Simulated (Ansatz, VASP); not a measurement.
# Two plane-wave programs on BeS

INCAR

```
PREC = Accurate
ENCUT = 520
EDIFF = 1E-6
ISMEAR = 0
SIGMA = 0.02
LREAL = False
LASPH = True
NELM = 60
ALGO = Normal
ISIF = 2
LWAVE = False
LCHARG = False
GGA = PE
NBANDS = 11
```

KPOINTS

```
regular mesh
0
Gamma
  8 8 8
```

Contents of POSCAR:

```
BeS
1.0
    0.0000000000      2.4132917974      2.4132917974
    2.4132917974      0.0000000000      2.4132917974
    2.4132917974      2.4132917974      0.0000000000
Be S
1 1
Direct
    0.0000000000      0.0000000000      0.0000000000
    0.2500000000      0.2500000000      0.2500000000
```

Input for Ansatz:

```yaml
crystal:
  lattice:
    - [0.0, 2.4132917974, 2.4132917974]
    - [2.4132917974, 0.0, 2.4132917974]
    - [2.4132917974, 2.4132917974, 0.0]
  atoms:
    - { symbol: Be, position: [0.0, 0.0, 0.0] }
    - { symbol: S, position: [0.25, 0.25, 0.25] }
basis:
  ecutwfc: 420
kpoints:
  mp_grid: { grid: [8, 8, 8] }
hamiltonian:
  xc: pbe
scf:
  occupations: { method: gaussian, width: 0.02 }
output:
  forces: true
  stress: true
  eigenvalues: true
  write_density: true
  write_potential: true
  elf: true
  volumetric_format: npy
```

Alike in both runs: task single point; functional PBE; k mesh 8 × 8 × 8; occupations gaussian, width 0.02 eV; no spin polarisation.

```csv
,VASP,Ansatz
version,VASP 6.6.1,Ansatz 0.2.0
potentials or method,"VASP PAW PBE potentials, release 64 (Be, S), cutoff 520 eV","scalar-relativistic, plane waves, PAW"
valence electrons in the cell,8,8
```

VASP gave:

```
gap on the k mesh at the Fermi level (eV) : 3.08
least direct gap on the mesh (eV)         : 5.66
pressure (GPa)                            : 3.0
```

**Question.** What did Ansatz give for the same quantities?

**Answer.** gap on the k mesh at the Fermi level (eV): 3.08; least direct gap on the mesh (eV): 5.64; pressure (GPa): 3.0.
